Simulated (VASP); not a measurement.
# TiAl (P-6m2) in VASP: a series of runs

The runs below take TiAl through single point, with PBEsol.

Everything below comes from runs of VASP 6.6.1. Logs are shortened: lines on timing, memory, paths and dates and some standing lists are left out, and cuts for length are marked.

**1. The cell of the first run**

The structure is hexagonal, space group P-6m2 (No. 187). The conventional cell has a = 2.848 Å, b = 2.848 Å, c = 4.528 Å, α = 90.00°, β = 90.00°, γ = 120.00°. Within 3.7 Å of Ti (site symmetry -6m2) lie 6 Al at 2.80 Å and 6 Ti at 2.85 Å. Within 3.7 Å of Al (site symmetry -6m2) lie 6 Ti at 2.80 Å and 6 Al at 2.85 Å.

**2. Single point, PBEsol (strain -0.0200 x Voigt [0, 0, 1, 0, 0, 0])**

Contents of INCAR:

```
SYSTEM = TiAl
  ALGO = Normal
  EDIFF = 1E-6
  ENCUT = 500
  GGA = PS
  GGA_COMPAT = .False.
  ISIF = 2
  ISMEAR = 0
  LASPH = .True.
  LCHARG = .True.
  LELF = .True.
  LREAL = .False.
  LVHAR = .True.
  LWAVE = .False.
  NBANDS = 14
  NELM = 120
  PREC = Accurate
  SIGMA = 0.15
```

Contents of KPOINTS:

```
k-points
0
Gamma
  24 24 14
  0 0 0
```

Contents of POSCAR:

```
TiAl
1.0
    2.8478212843      0.0000000000      0.0000000000
   -1.4239106421      2.4662855776      0.0000000000
    0.0000000000      0.0000000000      4.5275458460
Ti Al
1 1
Direct
    0.0000000000      0.0000000000      0.0000000000
    0.3333333333      0.6666666667      0.5000000000
```

Potentials or basis: VASP PAW PBE potentials, release 64 (Ti_sv, Al).

The run is started by

```bash
$ cat potpaw_PBE.64/Ti_sv/POTCAR potpaw_PBE.64/Al/POTCAR > POTCAR
$ mpirun -np 1 vasp_std > vasp.out
```

OUTCAR:

```text
SYSTEM = TiAl
   EDIFF = 1E-6
   ENCUT = 500
   GGA = PS
   ISIF = 2
   ISMEAR = 0
   LASPH = .True.
   LREAL = .False.
   NELM = 120
   PREC = Accurate

 ion  position               nearest neighbor table
   1  0.000  0.000  0.000-   2 2.80   2 2.80   2 2.80   2 2.80   2 2.80   2 2.80
   2  0.333  0.667  0.500-   1 2.80   1 2.80   1 2.80   1 2.80   1 2.80   1 2.80

  LATTYP: Found a hexagonal cell.
 ALAT       =     2.8478212843
 C/A-ratio  =     1.5898279400

  Lattice vectors:

 A1 = (   2.8478212843,   0.0000000000,   0.0000000000)
 A2 = (  -1.4239106421,   2.4662855776,   0.0000000000)
 A3 = (   0.0000000000,   0.0000000000,   4.5275458460)

Analysis of symmetry for initial positions (statically):
=====================================================================
 Subroutine PRICEL returns:
 Original cell was already a primitive cell.

 Routine SETGRP: Setting up the symmetry group for a
 hexagonal supercell.

 Subroutine GETGRP returns: Found 12 space group operations
 (whereof 12 operations were pure point group operations)
 out of a pool of 24 trial point group operations.

The static configuration has the point symmetry D_3h.

Analysis of symmetry for dynamics (positions and initial velocities):
=====================================================================
 Subroutine PRICEL returns:
 Original cell was already a primitive cell.

 Routine SETGRP: Setting up the symmetry group for a
 hexagonal supercell.

 Subroutine GETGRP returns: Found 12 space group operations
 (whereof 12 operations were pure point group operations)
 out of a pool of 24 trial point group operations.

The dynamic configuration has the point symmetry D_3h.

 Subroutine INISYM returns: Found 12 space group operations
 (whereof 12 operations are pure point group operations),
 and found     1 'primitive' translations

----------------------------------------------------------------------------------------

                                     Primitive cell

  volume of cell :      31.7994

  direct lattice vectors                    reciprocal lattice vectors
     2.847821284  0.000000000  0.000000000     0.351145630  0.202734024  0.000000000
    -1.423910642  2.466285578  0.000000000     0.000000000  0.405468048  0.000000000
     0.000000000  0.000000000  4.527545846     0.000000000  0.000000000  0.220870210

  length of vectors
     2.847821284  2.847821284  4.527545846     0.405468048  0.405468048  0.220870210

  position of ions in fractional coordinates (direct lattice)
     0.000000000  0.000000000  0.000000000
     0.333333333  0.666666667  0.500000000

  ion indices of the primitive-cell ions
   primitive index   ion index
                 1           1
                 2           2

----------------------------------------------------------------------------------------

 KPOINTS: k-points

Automatic generation of k-mesh.
 Grid dimensions read from file:
 generate k-points for:   24   24   14

 Generating k-lattice:

  Cartesian coordinates                     Fractional coordinates (reciprocal lattice)
     0.014631068  0.008447251  0.000000000     0.041666667  0.000000000  0.000000000
     0.000000000  0.016894502  0.000000000     0.000000000  0.041666667  0.000000000
     0.000000000  0.000000000  0.015776444     0.000000000  0.000000000  0.071428571

  Length of vectors
     0.016894502  0.016894502  0.015776444

  Shift w.r.t. Gamma in fractional coordinates (k-lattice)
     0.000000000  0.000000000  0.000000000

 Subroutine IBZKPT returns following result:
 ===========================================

 Found    488 irreducible k-points:

 Following reciprocal coordinates:
            Coordinates               Weight
  0.000000  0.000000  0.000000      1.000000
  0.041667 -0.000000  0.000000      6.000000
  0.083333 -0.000000  0.000000      6.000000
  0.125000  0.000000  0.000000      6.000000
  0.166667  0.000000  0.000000      6.000000
  0.208333  0.000000  0.000000      6.000000
[... 16 lines left out ...]
  0.416667  0.041667  0.000000     12.000000
  0.458333  0.041667  0.000000     12.000000
 [... further k-points ...]
   k-points           NKPTS =    488   k-points in BZ     NKDIM =    488   number of bands    NBANDS=     14
   number of dos      NEDOS =    301   number of ions     NIONS =      2
   total plane-waves  NPLWV =  20736
   dimension x,y,z NGX =    24 NGY =   24 NGZ =   36
   dimension x,y,z NGXF=    48 NGYF=   48 NGZF=   72
   ions per type =               1   1
   NGX,Y,Z   is equivalent  to a cutoff of  14.01, 14.01, 13.22 a.u.
   NGXF,Y,Z  is equivalent  to a cutoff of  28.02, 28.02, 26.44 a.u.
 SYSTEM =  TiAl
   PREC   = accura    normal or accurate (medium, high low for compatibility)
   ISTART =      0    job   : 0-new  1-cont  2-samecut
   ICHARG =      2    charge: 1-file 2-atom 10-const
   ISPIN  =      1    spin polarized calculation?
   LNONCOLLINEAR =      F non collinear calculations
   LSORBIT =      F    spin-orbit coupling
   LASPH  =      T    aspherical Exc in radial PAW
   ENCUT  =  500.0 eV  36.75 Ry    6.06 a.u.   5.19  5.19  8.25*2*pi/ulx,y,z
   NELM   =    120;   NELMIN=  2; NELMDL= -5     # of ELM steps
   EDIFF  = 0.1E-05   stopping-criterion for ELM
   LREAL  =      F    real-space projection
   EDIFFG = 0.1E-04   stopping-criterion for IOM
   NSW    =      0    number of steps for IOM
   IBRION =     -1    ionic relax: 0-MD 1-quasi-New 2-CG
   NFREE  =      0    steps in history (QN), initial steepest desc. (CG)
   ISIF   =      2    stress and relaxation
   ISYM   =      2    0-nonsym 1-usesym 2-fastsym
   POTIM  = 0.5000    time-step for ionic-motion
   TEBEG  =    0.0;   TEEND  =   0.0 temperature during run
   PSTRESS=    0.0 pullay stress
   NELECT =      15.0000    total number of electrons
   NUPDOWN=      -1.0000    fix difference up-down
   EMIN   =  10.00;   EMAX   =-10.00  energy-range for DOS
   EFERMI =   0.00;   METHOD = LEGACY
   ISMEAR =     0;   SIGMA  =   0.15  broadening in eV -4-tet -1-fermi 0-gaus
   EFERMI_NEDOS =   21; number of points for ismear=-14 and -15
   IALGO  =     38    algorithm
   IMIX   =      4    mixing-type and parameters
     AMIX     =   0.40;   BMIX     =  1.00
     AMIX_MAG =   1.60;   BMIX_MAG =  1.00
  volume/ion in A,a.u.               =      15.90       107.30
  Fermi-wavevector in a.u.,A,eV,Ry     =   1.274380  2.408229 22.096464  1.624044
  Thomas-Fermi vector in A             =   2.407151
   LORBIT       =      0    0 simple, 1 ext, 2 COOP (PROOUT), +10 PAW based schemes
   GGA     = PS    functional components
   LHFCALC =     F    Hartree Fock is set to
   AEXX    =    0.0000 exact exchange contribution
   IVDW    =     0    specifies the selected vdW correction
   LEPSILON=     F    determine dielectric tensor
   LRPA    =     F    only Hartree local field effects (RPA)
 non-spin polarized calculation
 Gauss-broadening in eV      SIGMA  =   0.15
  energy-cutoff  :      500.00
  volume of cell :       31.80
 maximum number of plane-waves:       822
 NGX is ok and might be reduce to    24
   NGX = 11   NGY = 11   NGZ = 17

 number of electron      15.0000003 magnetization

 Free energy of the ion-electron system (eV)
  ---------------------------------------------------
  ext. energy  EPLUGINS =         0.00000000
  ---------------------------------------------------
  free energy    TOTEN  =       -12.93644936 eV

  energy without entropy =      -12.90636374  energy(sigma->0) =      -12.92140655

 E-fermi :   8.2284     XC(G=0): -11.2327

 val. band max:        8.2232263676   @ k =   0.3750   0.2500   0.2857
 cond. band min:       8.2289581435   @ k =   0.3750   0.0833   0.4286
 fundamental gap:      0.0057317759
 Fermi energy:         8.2283730883

 k-point     1 :       0.0000    0.0000    0.0000
  band No.  band energies     occupation
      1     -47.9620      2.00000
      2     -24.3960      2.00000
      3     -23.9450      2.00000
      4     -23.9450      2.00000
      5      -0.8548      2.00000
      6       5.9741      2.00000
      7       6.6095      2.00000
      8       9.5442      0.00000
      9       9.5442      0.00000
     10      11.0673      0.00000
     11      11.0673      0.00000
     12      12.6801      0.00000
     13      21.2031      0.00000
     14      21.2031      0.00000

 k-point     2 :       0.0417   -0.0000    0.0000
  band No.  band energies     occupation
      1     -47.9602      2.00000
      2     -24.3943      2.00000
      3     -23.9560      2.00000
      4     -23.9474      2.00000
      5      -0.8107      2.00000
      6       6.0216      2.00000
      7       6.6097      2.00000
      8       9.4991      0.00000
      9       9.5808      0.00000
     10      11.0543      0.00000
     11      11.0823      0.00000
     12      12.6894      0.00000
     13      20.3835      0.00000
     14      20.7177      0.00000

 k-point     3 :       0.0833   -0.0000    0.0000
  band No.  band energies     occupation
      1     -47.9550      2.00000
      2     -24.3891      2.00000
      3     -23.9883      2.00000
      4     -23.9547      2.00000
      5      -0.6789      2.00000
      6       6.1608      2.00000
      7       6.6102      2.00000
      8       9.3704      0.00000
      9       9.6893      0.00000
     10      11.0164      0.00000
     11      11.1275      0.00000
     12      12.7157      0.00000
     13      19.0421      0.00000
     14      20.0171      0.00000
[... 324 lines left out ...]
 k-point    23 :       0.4167    0.0417    0.0000
  band No.  band energies     occupation
      1     -47.8600      2.00000
      2     -24.5447      2.00000
      3     -24.2950      2.00000
      4     -24.0899      2.00000
      5       3.5980      2.00000
      6       6.1778      2.00000
      7       6.6417      2.00000
      8       7.3438      2.00000
      9      10.2874      0.00000
     10      12.0012      0.00000
     11      12.5302      0.00000
     12      12.6227      0.00000
     13      13.9473      0.00000
     14      15.8489      0.00000

 k-point    24 :       0.4583    0.0417    0.0000
  band No.  band energies     occupation
      1     -47.8564      2.00000
      2     -24.5648      2.00000
      3     -24.2915      2.00000
      4     -24.0948      2.00000
      5       4.2666      2.00000
      6       5.5309      2.00000
      7       6.6441      2.00000
      8       7.2461      2.00000
      9      10.2606      0.00000
     10      12.1567      0.00000
     11      12.6024      0.00000
     12      12.7291      0.00000
     13      14.0825      0.00000
     14      15.7623      0.00000

 [... further k-points ...]

------------------------ aborting loop because EDIFF is reached ----------------------------------------

  FORCE on cell =-STRESS in cart. coord.  units (eV):
  Direction    XX          YY          ZZ          XY          YZ          ZX
  --------------------------------------------------------------------------------------
  -------------------------------------------------------------------------------------
  Total        0.3176490      0.3176490      0.9811669      0.0000000     -0.0000000      0.0000000
  in kB       16.0043889     16.0043889     49.4349991      0.0000000     -0.0000000      0.0000000
  external PRESSURE =      27.1479256 kB  Pullay stress =       0.0000000 kB

 VOLUME and BASIS-vectors are now :
 -----------------------------------------------------------------------------
  energy-cutoff  :      500.00
  volume of cell :       31.80
      direct lattice vectors                 reciprocal lattice vectors
     2.847821284  0.000000000  0.000000000     0.351145630  0.202734024  0.000000000
    -1.423910642  2.466285578  0.000000000     0.000000000  0.405468048  0.000000000
     0.000000000  0.000000000  4.527545846     0.000000000  0.000000000  0.220870210

 POSITION                                       TOTAL-FORCE (eV/Angst)
 -----------------------------------------------------------------------------------
      0.00000      0.00000      0.00000         0.000000     -0.000000      0.000000
     -0.00000      1.64419      2.26377        -0.000000      0.000000      0.000000
 -----------------------------------------------------------------------------------
    total drift:                                0.000000     -0.000000      0.000000

  FREE ENERGIE OF THE ION-ELECTRON SYSTEM (eV)
  ---------------------------------------------------
  free  energy   TOTEN  =       -12.9364493638 eV

  energy  without entropy=      -12.9063637367  energy(sigma->0) =      -12.92140655
```

It took 68 s on 1 thread of Intel Xeon 6975P-C (Granite Rapids), shared host; peak memory 0.32 GiB.

What came out:

| Quantity | Value |
| --- | --- |
| Free energy | -12.9364 eV |
| Pressure | 2.7 GPa |

Caveat: the cell differs from its parent crystal (strain -0.0200 x Voigt [0, 0, 1, 0, 0, 0]); the PAW data sets were made with another functional, which shifts forces and pressure a little.

**3. Single point, PBEsol (strain -0.0150 x Voigt [0, 0, 1, 0, 0, 0])**

Contents of INCAR:

```
SYSTEM = TiAl
  PREC = Accurate
  ENCUT = 500
  EDIFF = 1E-6
  ISMEAR = 0
  SIGMA = 0.15
  LREAL = .False.
  LASPH = .True.
  NELM = 120
  ALGO = Normal
  ISIF = 2
  LWAVE = .False.
  LCHARG = .False.
  GGA = PS
  NBANDS = 14
  GGA_COMPAT = .False.
```

Contents of KPOINTS:

```
regular mesh
0
Gamma
  24 24 14
  0 0 0
```

POSCAR, as its differences from that of step 2:

```diff
@@ -4,3 +4,3 @@
    -1.4239106421      2.4662855776      0.0000000000
-    0.0000000000      0.0000000000      4.5275458460
+    0.0000000000      0.0000000000      4.5506455697
 Ti Al
```

Potentials or basis: VASP PAW PBE potentials, release 64 (Ti_sv, Al).

The run is started by

```bash
$ cat potpaw_PBE.64/Ti_sv/POTCAR potpaw_PBE.64/Al/POTCAR > POTCAR
$ mpirun -np 1 vasp_std > vasp.out
```

Wall time 71 s (1 thread of Intel Xeon 6975P-C (Granite Rapids), shared host); peak memory 0.32 GiB.

The run converged. Its results:

```
Free energy : -12.9408 eV
Pressure    : 2.0 GPa
```

Stress tensor (GPa, compression positive):
```
1.19 0.00 0.00
0.00 1.19 0.00
0.00 0.00 3.65
```

Levels at points of the mesh, in eV from the Fermi level:
| k point | band 5 | band 6 | band 7 | band 8 | band 9 | band 10 | band 11 | band 12 |
| --- | --- | --- | --- | --- | --- | --- | --- | --- |
| (0.00, 0.00, 0.00) | -9.07 | -2.27 | -1.66 | 1.31 | 1.31 | 2.84 | 2.84 | 4.36 |
| (0.50, 0.00, 0.00) | -3.83 | -2.86 | -1.60 | -1.02 | 2.13 | 4.10 | 4.33 | 4.36 |
| (0.00, 0.00, 0.50) | -8.07 | -5.32 | -0.35 | 1.33 | 1.33 | 2.74 | 2.74 | 7.27 |
| (0.50, 0.00, 0.50) | -3.78 | -2.40 | -1.89 | 0.58 | 1.01 | 1.90 | 3.25 | 4.10 |

Caveat: the cell differs from its parent crystal (strain -0.0150 x Voigt [0, 0, 1, 0, 0, 0]); the PAW data sets were made with another functional, which shifts forces and pressure a little.

(Continued in part 2 of 2.)
